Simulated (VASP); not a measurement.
# BeTe (Cmmm) in VASP: settings compared

BeTe is run at these levels: PBE-based screened hybrid with 10 % exact exchange, PBE-based screened hybrid with 20 % exact exchange; tasks: single point.

Everything below comes from runs of VASP 6.6.1. Logs are shortened: lines on timing, memory, paths and dates and some standing lists are left out, and cuts for length are marked.

## Step 1: The cell of the first run

It takes space group Cmmm (No. 65, orthorhombic). Conventional cell: a = 3.574 Å, b = 9.595 Å, c = 3.569 Å, α = 90.00°, β = 90.00°, γ = 90.00°. Be (site symmetry mmm) has 4 Te at 2.53 Å within 3.3 Å. Within 3.3 Å of Te (site symmetry mmm) lie 4 Be at 2.53 Å.

## Step 2: Single point, PBE-based screened hybrid with 10 % exact exchange

File POSCAR:

```
BeTe
1.0
    1.7870000000     -4.7974500000      0.0000000000
    1.7870000000      4.7974500000      0.0000000000
    0.0000000000      0.0000000000      3.5691500000
Be Te
1 1
Direct
    0.5000000000      0.5000000000      0.5000000000
    0.0000000000      0.0000000000      0.0000000000
```

File INCAR.step1:

```
SYSTEM = BeTe
PREC     = Accurate       ! precision mode
ENCUT    = 520            ! plane-wave cutoff, eV
EDIFF    = 1E-5           ! SCF threshold, eV
ISMEAR   = -1             ! smearing method
SIGMA    = 0.05           ! smearing width, eV
LREAL    = .False.        ! projectors in reciprocal space
LASPH    = .True.         ! aspherical terms in the spheres
NELM     = 80             ! most SCF steps
ALGO     = Normal         ! electronic algorithm
ISIF     = 2              ! what is computed and relaxed
LWAVE    = .True.         ! write WAVECAR
LCHARG   = .False.        ! write CHGCAR
GGA      = PE             ! functional
NBANDS   = 11             ! bands
```

File INCAR.step2:

```
SYSTEM = BeTe
PREC     = Accurate       ! precision mode
ENCUT    = 520            ! plane-wave cutoff, eV
EDIFF    = 1E-6           ! SCF threshold, eV
ISMEAR   = -1             ! smearing method
SIGMA    = 0.05           ! smearing width, eV
LREAL    = .False.        ! projectors in reciprocal space
LASPH    = .True.         ! aspherical terms in the spheres
NELM     = 80             ! most SCF steps
ALGO     = Normal         ! electronic algorithm
ISIF     = 2              ! what is computed and relaxed
LWAVE    = .False.        ! write WAVECAR
LCHARG   = .False.        ! write CHGCAR
GGA      = PE             ! functional
LHFCALC  = .True.         ! exact exchange
AEXX     = 0.1            ! exact-exchange fraction
HFSCREEN = 0.2            ! screening, 1/A
PRECFOCK = Normal       
ISTART   = 1            
NBANDS   = 11             ! bands
```

File KPOINTS:

```
regular mesh
0
Gamma
  4 4 4
  0 0 0
```

Potentials or basis: VASP PAW PBE potentials, release 64 (Be, Te).

Launch:

```
> cat potpaw_PBE.64/Be/POTCAR potpaw_PBE.64/Te/POTCAR > POTCAR
> cp INCAR.step1 INCAR
> mpirun -np 1 vasp_std > vasp.out
> cp INCAR.step2 INCAR
> mpirun -np 1 vasp_std > vasp.out
```

OUTCAR:

```text
SYSTEM = BeTe
   PREC = Accurate
   ENCUT = 520
   EDIFF = 1E-6
   ISMEAR = -1
   LREAL = .False.
   LASPH = .True.
   NELM = 80
   ISIF = 2
   GGA = PE
   LHFCALC = .True.
   AEXX = 0.1
   HFSCREEN = 0.2
   PRECFOCK = Normal
   ISTART = 1

 ion  position               nearest neighbor table
   1  0.500  0.500  0.500-   2 2.53   2 2.53   2 2.53   2 2.53
   2  0.000  0.000  0.000-   1 2.53   1 2.53   1 2.53   1 2.53

  LATTYP: Found a base centered orthorhombic cell.
 ALAT       =     3.5740000000
 B/A-ratio  =     2.6846390599
 C/A-ratio  =     0.9986429771

  Lattice vectors:

 A1 = (   1.7870000000,  -4.7974500000,   0.0000000000)
 A2 = (   1.7870000000,   4.7974500000,   0.0000000000)
 A3 = (   0.0000000000,   0.0000000000,   3.5691500000)

Analysis of symmetry for initial positions (statically):
=====================================================================
 Subroutine PRICEL returns:
 Original cell was already a primitive cell.

 Routine SETGRP: Setting up the symmetry group for a
 base centered orthorhombic supercell.

 Subroutine GETGRP returns: Found  8 space group operations
 (whereof  8 operations were pure point group operations)
 out of a pool of  8 trial point group operations.

The static configuration has the point symmetry D_2h.

Analysis of symmetry for dynamics (positions and initial velocities):
=====================================================================
 Subroutine PRICEL returns:
 Original cell was already a primitive cell.

 Routine SETGRP: Setting up the symmetry group for a
 base centered orthorhombic supercell.

 Subroutine GETGRP returns: Found  8 space group operations
 (whereof  8 operations were pure point group operations)
 out of a pool of  8 trial point group operations.

The dynamic configuration has the point symmetry D_2h.

 Subroutine INISYM returns: Found  8 space group operations
 (whereof  8 operations are pure point group operations),
 and found     1 'primitive' translations

----------------------------------------------------------------------------------------

                                     Primitive cell

  volume of cell :      61.1970

  direct lattice vectors                    reciprocal lattice vectors
     1.787000000 -4.797450000  0.000000000     0.279798545 -0.104222035  0.000000000
     1.787000000  4.797450000  0.000000000     0.279798545  0.104222035  0.000000000
     0.000000000  0.000000000  3.569150000     0.000000000  0.000000000  0.280178754

  length of vectors
     5.119462423  5.119462423  3.569150000     0.298579065  0.298579065  0.280178754

  position of ions in fractional coordinates (direct lattice)
     0.500000000  0.500000000  0.500000000
     0.000000000  0.000000000  0.000000000

  ion indices of the primitive-cell ions
   primitive index   ion index
                 1           1
                 2           2

----------------------------------------------------------------------------------------

 KPOINTS: regular mesh

Automatic generation of k-mesh.
 Grid dimensions read from file:
 generate k-points for:    4    4    4

 Generating k-lattice:

  Cartesian coordinates                     Fractional coordinates (reciprocal lattice)
     0.069949636 -0.026055509  0.000000000     0.250000000  0.000000000  0.000000000
     0.069949636  0.026055509  0.000000000     0.000000000  0.250000000  0.000000000
     0.000000000  0.000000000  0.070044689     0.000000000  0.000000000  0.250000000

  Length of vectors
     0.074644766  0.074644766  0.070044689

  Shift w.r.t. Gamma in fractional coordinates (k-lattice)
     0.000000000  0.000000000  0.000000000

 Subroutine IBZKPT returns following result:
 ===========================================

 Found     21 irreducible k-points:

 Following reciprocal coordinates:
            Coordinates               Weight
  0.000000  0.000000  0.000000      1.000000
  0.250000  0.000000  0.000000      4.000000
  0.500000  0.000000  0.000000      2.000000
  0.250000  0.250000  0.000000      2.000000
  0.500000  0.250000  0.000000      4.000000
 -0.250000  0.250000  0.000000      2.000000
[... 13 lines left out ...]
 -0.250000  0.250000  0.500000      2.000000
  0.500000  0.500000  0.500000      1.000000
   k-points           NKPTS =     21   k-points in BZ     NKDIM =     64   number of bands    NBANDS=     11
   number of dos      NEDOS =    301   number of ions     NIONS =      2
   total plane-waves  NPLWV =  44800
   dimension x,y,z NGX =    40 NGY =   40 NGZ =   28
   dimension x,y,z NGXF=    80 NGYF=   80 NGZF=   56
   ions per type =               1   1
   NGX,Y,Z   is equivalent  to a cutoff of  12.99, 12.99, 13.04 a.u.
   NGXF,Y,Z  is equivalent  to a cutoff of  25.98, 25.98, 26.08 a.u.
 SYSTEM =  BeTe
   PREC   = accura    normal or accurate (medium, high low for compatibility)
   ISTART =      1    job   : 0-new  1-cont  2-samecut
   ICHARG =      0    charge: 1-file 2-atom 10-const
   ISPIN  =      1    spin polarized calculation?
   LNONCOLLINEAR =      F non collinear calculations
   LSORBIT =      F    spin-orbit coupling
   LASPH  =      T    aspherical Exc in radial PAW
   ENCUT  =  520.0 eV  38.22 Ry    6.18 a.u.   9.52  9.52  6.64*2*pi/ulx,y,z
   NELM   =     80;   NELMIN=  2; NELMDL=  0     # of ELM steps
   EDIFF  = 0.1E-05   stopping-criterion for ELM
   LREAL  =      F    real-space projection
   EDIFFG = 0.1E-04   stopping-criterion for IOM
   NSW    =      0    number of steps for IOM
   IBRION =     -1    ionic relax: 0-MD 1-quasi-New 2-CG
   NFREE  =      0    steps in history (QN), initial steepest desc. (CG)
   ISIF   =      2    stress and relaxation
   ISYM   =      3    0-nonsym 1-usesym 2-fastsym
   POTIM  = 0.5000    time-step for ionic-motion
   TEBEG  =    0.0;   TEEND  =   0.0 temperature during run
   PSTRESS=    0.0 pullay stress
   NELECT =       8.0000    total number of electrons
   NUPDOWN=      -1.0000    fix difference up-down
   EMIN   =  10.00;   EMAX   =-10.00  energy-range for DOS
   EFERMI =   0.00;   METHOD = LEGACY
   ISMEAR =    -1;   SIGMA  =   0.05  broadening in eV -4-tet -1-fermi 0-gaus
   EFERMI_NEDOS =   21; number of points for ismear=-14 and -15
   IALGO  =     38    algorithm
   IMIX   =      1    mixing-type and parameters
     AMIX     =   0.40;   BMIX     =  1.00
     AMIX_MAG =   1.60;   BMIX_MAG =  1.00
  volume/ion in A,a.u.               =      30.60       206.49
  Fermi-wavevector in a.u.,A,eV,Ry     =   0.830861  1.570099  9.392503  0.690330
  Thomas-Fermi vector in A             =   1.943650
   LORBIT       =      0    0 simple, 1 ext, 2 COOP (PROOUT), +10 PAW based schemes
   GGA     = PE    functional components
   LHFCALC =     T    Hartree Fock is set to
   PRECFOCK=normal    Normal, Fast or Accurate (Low or Medium for compatibility)
   ENCUT4O =  -1.0   cutoff for four orbital integrals eV
   NKREDX  =     1    reduce k-point grid by
   NKREDY  =     1    reduce k-point grid by
   NKREDZ  =     1    reduce k-point grid by
   AEXX    =    0.1000 exact exchange contribution
   HFSCREEN=    0.2000 screening length (either q_TF or 0.3 A-1)
   HFSCREENC=   0.2000 screening length for correlation (either q_TF or 0.3 A-1)
   ENCUTFOCK=  -1.0 apply spherical cutoff to Coloumb kernel
   IVDW    =     0    specifies the selected vdW correction
   LEPSILON=     F    determine dielectric tensor
   LRPA    =     F    only Hartree local field effects (RPA)
 non-spin polarized calculation
  energy-cutoff  :      520.00
  volume of cell :       61.20
 maximum number of plane-waves:      1667
 NGX is ok and might be reduce to    40
  NGX = 30; NGY = 30; NGZ = 20

 number of electron       8.0000000 magnetization

 Free energy of the ion-electron system (eV)
  ---------------------------------------------------
  ext. energy  EPLUGINS =         0.00000000
  ---------------------------------------------------
  free energy    TOTEN  =        -6.40463416 eV

  energy without entropy =       -6.39011946  energy(sigma->0) =       -6.39737681

 E-fermi :   3.2401     XC(G=0):  -7.0778

 val. band max:        2.2839086892   @ k =   0.5000   0.0000   0.5000
 cond. band min:       3.2716632891   @ k =   0.5000   0.2500   0.5000
 fundamental gap:      0.9877546000
 Fermi energy:         3.2400788628

 k-point     1 :       0.0000    0.0000    0.0000
  band No.  band energies     occupation
      1     -10.1722      2.00000
      2      -0.1039      2.00000
      3       1.0919      2.00000
      4       1.1169      2.00000
      5       4.8088      0.00000
      6       6.3004      0.00000
      7       7.8617      0.00000
      8       8.7252      0.00000
      9      12.1993      0.00000
     10      12.2126      0.00000
     11      12.6850      0.00000

 k-point     2 :       0.2500    0.0000    0.0000
  band No.  band energies     occupation
      1      -9.6587      2.00000
      2      -1.7721      2.00000
      3       0.3456      2.00000
      4       1.9051      2.00000
      5       6.1046      0.00000
      6       6.2944      0.00000
      7       7.2538      0.00000
      8       8.7952      0.00000
      9      10.7595      0.00000
     10      11.4632      0.00000
     11      12.8088      0.00000

 k-point     3 :       0.5000    0.0000    0.0000
  band No.  band energies     occupation
      1      -8.9293      2.00000
      2      -3.8269      2.00000
      3       1.1187      2.00000
      4       3.4658      0.02164
      5       4.1827      0.00000
      6       5.9329      0.00000
      7       7.0960      0.00000
      8       9.0996      0.00000
      9      10.3078      0.00000
     10      11.0371      0.00000
     11      14.9888      0.00000

 k-point     4 :       0.2500    0.2500    0.0000
  band No.  band energies     occupation
      1      -8.9294      2.00000
      2      -3.8240      2.00000
      3       1.0679      2.00000
      4       3.4657      0.02170
      5       4.3833      0.00000
      6       5.9335      0.00000
      7       7.0914      0.00000
      8       8.4782      0.00000
      9       9.8368      0.00000
     10      12.9611      0.00000
     11      14.7384      0.00000
[... 197 lines left out ...]
 k-point    19 :       0.5000    0.2500    0.5000
  band No.  band energies     occupation
      1      -8.3293      2.00000
      2      -3.3103      2.00000
      3      -0.2807      2.00000
      4       1.3711      2.00000
      5       3.2717      0.69426
      6       4.4762      0.00000
      7      10.4125      0.00000
      8      11.0673      0.00000
      9      11.7188      0.00000
     10      12.6331      0.00000
     11      13.2963      0.00000

 k-point    20 :      -0.2500    0.2500    0.5000
  band No.  band energies     occupation
      1      -8.9194      2.00000
      2      -3.8258      2.00000
      3       1.1173      2.00000
      4       3.4503      0.02940
      5       4.2107      0.00000
      6       5.9079      0.00000
      7       7.0761      0.00000
      8       9.1503      0.00000
      9      10.0115      0.00000
     10      11.2702      0.00000
     11      14.9971      0.00000

 k-point    21 :       0.5000    0.5000    0.5000
  band No.  band energies     occupation
      1      -8.8865      2.00000
      2      -3.7648      2.00000
      3       0.7202      2.00000
      4       3.4233      0.04992
      5       3.6714      0.00036
      6       5.8799      0.00000
      7       7.0293      0.00000
      8       9.3164      0.00000
      9      12.7354      0.00000
     10      13.1406      0.00000
     11      14.4111      0.00000

------------------------ aborting loop because EDIFF is reached ----------------------------------------

  FORCE on cell =-STRESS in cart. coord.  units (eV):
  Direction    XX          YY          ZZ          XY          YZ          ZX
  --------------------------------------------------------------------------------------
  -------------------------------------------------------------------------------------
  Total       -0.2142081     -0.0521459     -0.2959938     -0.0000000      0.0000000      0.0000000
  in kB       -5.6081116     -1.3652138     -7.7493158     -0.0000000      0.0000000      0.0000000
  external PRESSURE =      -4.9075471 kB  Pullay stress =       0.0000000 kB

 VOLUME and BASIS-vectors are now :
 -----------------------------------------------------------------------------
  energy-cutoff  :      520.00
  volume of cell :       61.20
      direct lattice vectors                 reciprocal lattice vectors
     1.787000000 -4.797450000  0.000000000     0.279798545 -0.104222035  0.000000000
     1.787000000  4.797450000  0.000000000     0.279798545  0.104222035  0.000000000
     0.000000000  0.000000000  3.569150000     0.000000000  0.000000000  0.280178754

 POSITION                                       TOTAL-FORCE (eV/Angst)
 -----------------------------------------------------------------------------------
      1.78700      0.00000      1.78458         0.000000     -0.000000      0.000000
      0.00000      0.00000      0.00000         0.000000      0.000000      0.000000
 -----------------------------------------------------------------------------------
    total drift:                                0.000000     -0.000000     -0.000000

  FREE ENERGIE OF THE ION-ELECTRON SYSTEM (eV)
  ---------------------------------------------------
  free  energy   TOTEN  =        -6.4046341580 eV

  energy  without entropy=       -6.3901194615  energy(sigma->0) =       -6.39737681
```

It took 2.6 min on 1 thread of Intel Xeon 6975P-C (Granite Rapids), shared host; peak memory 0.31 GiB.

Results:

* Free energy: -6.4046 eV
* Pressure: -0.5 GPa
* Band gap on the k mesh: zero (bands 4 and 5 overlap by 1.21 eV)

Stress tensor (GPa, compression positive):
```
-0.56  0.00  0.00
 0.00 -0.14  0.00
 0.00  0.00 -0.77
```

Caveat: the k points lie up to 0.47 Å⁻¹ apart, too coarse for converged energies and pressures of a metal; the PAW data sets were made with another functional, which shifts forces and pressure a little; spin-orbit coupling is left out, which moves the levels of the heavy elements.

## Step 3: Single point, PBE-based screened hybrid with 20 % exact exchange

POSCAR is that of step 2.

File INCAR.step1:

```
SYSTEM = BeTe
PREC = Accurate
ENCUT = 520
EDIFF = 1E-5
ISMEAR = -1
SIGMA = 0.05
LREAL = .False.
LASPH = .True.
NELM = 80
ALGO = Normal
ISIF = 2
LWAVE = .True.
NBANDS = 11
GGA = PE
```

File INCAR.step2:

```
SYSTEM = BeTe
PREC = Accurate
ENCUT = 520
EDIFF = 1E-7
ISMEAR = -1
SIGMA = 0.05
LREAL = .False.
LASPH = .True.
NELM = 80
ALGO = Normal
ISIF = 2
LWAVE = .False.
LCHARG = .True.
GGA = PE
LHFCALC = .True.
AEXX = 0.2
HFSCREEN = 0.2
PRECFOCK = Normal
LELF = .True.
LVHAR = .True.
NBANDS = 11
ISTART = 1
```

File KPOINTS:

```
Automatic mesh
0
Gamma
  4 4 4
  0 0 0
```

Potentials or basis: VASP PAW PBE potentials, release 64 (Be, Te).

Launch:

```
> cat potpaw_PBE.64/Be/POTCAR potpaw_PBE.64/Te/POTCAR > POTCAR
> cp INCAR.step1 INCAR
> mpirun -np 1 vasp_std > vasp.out
> cp INCAR.step2 INCAR
> mpirun -np 1 vasp_std > vasp.out
```

Run time: 5.3 min. Hardware: 1 thread of Intel Xeon 6975P-C (Granite Rapids), shared host; peak memory 0.3 GiB.

Results (log left out):

| Property | Result |
| --- | --- |
| Free energy | -6.7902 eV |
| Pressure | -0.7 GPa |
| Band gap on the k mesh | zero (bands 4 and 5 overlap by 1.35 eV) |

Stress tensor (GPa, compression positive):
```
-0.83  0.00  0.00
 0.00 -0.13  0.00
 0.00  0.00 -1.22
```

Levels at points of the mesh, in eV from the Fermi level:
| k point | band 1 | band 2 | band 3 | band 4 | band 5 | band 6 | band 7 | band 8 | band 9 |
| --- | --- | --- | --- | --- | --- | --- | --- | --- | --- |
| (0.00, 0.00, 0.00) | -14.05 | -3.63 | -2.37 | -2.34 | 1.64 | 3.14 | 4.75 | 5.74 | 9.33 |
| (0.50, 0.00, 0.00) | -12.75 | -7.50 | -2.38 | 0.16 | 1.03 | 2.83 | 4.01 | 6.07 | 7.21 |
| (0.50, 0.50, 0.00) | -13.97 | -4.72 | -2.40 | -2.31 | 2.02 | 4.75 | 5.58 | 7.69 | 9.09 |
| (0.00, 0.00, 0.50) | -12.77 | -7.56 | -1.89 | 0.17 | 1.85 | 2.82 | 4.03 | 5.36 | 5.39 |
| (0.50, 0.00, 0.50) | -11.25 | -6.25 | -6.23 | -1.86 | -1.17 | 2.96 | 5.18 | 5.31 | 9.93 |
| (0.50, 0.50, 0.50) | -12.70 | -7.44 | -2.79 | 0.11 | 0.50 | 2.76 | 3.94 | 6.31 | 9.68 |

Caveat: the k points lie up to 0.47 Å⁻¹ apart, too coarse for converged energies and pressures of a metal; the PAW data sets were made with another functional, which shifts forces and pressure a little; spin-orbit coupling is left out, which moves the levels of the heavy elements.
